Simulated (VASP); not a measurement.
Set up this calculation in VASP 6.6.1, as the native input.

```yaml
Task: single point
Functional: LDA
Potentials_or_basis: VASP PAW LDA potentials, release 64 (Si, C)
Cutoff: 600 eV
k_mesh: 12 × 12 × 2
Occupations: gaussian, width 0.02 eV
Spin: no spin polarisation
Dipole_correction: no
Further_INCAR_settings: ALGO = Normal; EDIFF = 1e-06; NBANDS = 36
```

The structure of SiC lies in POSCAR:

```
SiC
1.0
    3.0592447673      0.0000000000      0.0000000000
   -1.5296223837      2.6493836849      0.0000000000
    0.0000000000      0.0000000000     15.0108680938
Si C
6 6
Direct
    0.0000000000      0.0000000000      0.1250400880
    0.0000000000      0.0000000000      0.6250400880
    0.3333333333      0.6666666667      0.2918179803
    0.6666666667      0.3333333333      0.7918179803
    0.3333333333      0.6666666667      0.9583073463
    0.6666666667      0.3333333333      0.4583073463
    0.0000000000      0.0000000000     -0.0003126071
    0.0000000000      0.0000000000      0.4996873929
    0.3333333333      0.6666666667      0.1668280638
    0.6666666667      0.3333333333      0.6668280638
    0.3333333333      0.6666666667      0.8333191288
    0.6666666667      0.3333333333      0.3333191288
```

These files were run (other wordings do the same):

INCAR

```
  PREC = Accurate
  ENCUT = 600
  EDIFF = 1E-6
  ISMEAR = 0
  SIGMA = 0.02
  LREAL = False
  LASPH = True
  NELM = 120
  ALGO = Normal
  ISIF = 2
  LWAVE = False
  LCHARG = True
  GGA = CA
  LELF = True
  LVHAR = True
  NBANDS = 36
  GGA_COMPAT = False
```

KPOINTS

```
regular mesh
0
Gamma
  12 12 2
```

Potentials or basis: VASP PAW LDA potentials, release 64 (Si, C).

Launch:

```bash
$ cat potpaw_LDA.64/Si/POTCAR potpaw_LDA.64/C/POTCAR > POTCAR
$ mpirun -np 1 vasp_std > vasp.out
```

It gave:

| Quantity | Value |
| --- | --- |
| Pressure | 0.2 GPa |
| Band gap on the k mesh | 1.97 eV (least direct gap 3.07 eV) |

Run time: 4.4 min on 1 thread of Oxide Virtual Turin-like Processor, with other jobs on the host, peak memory 0.26 GiB.
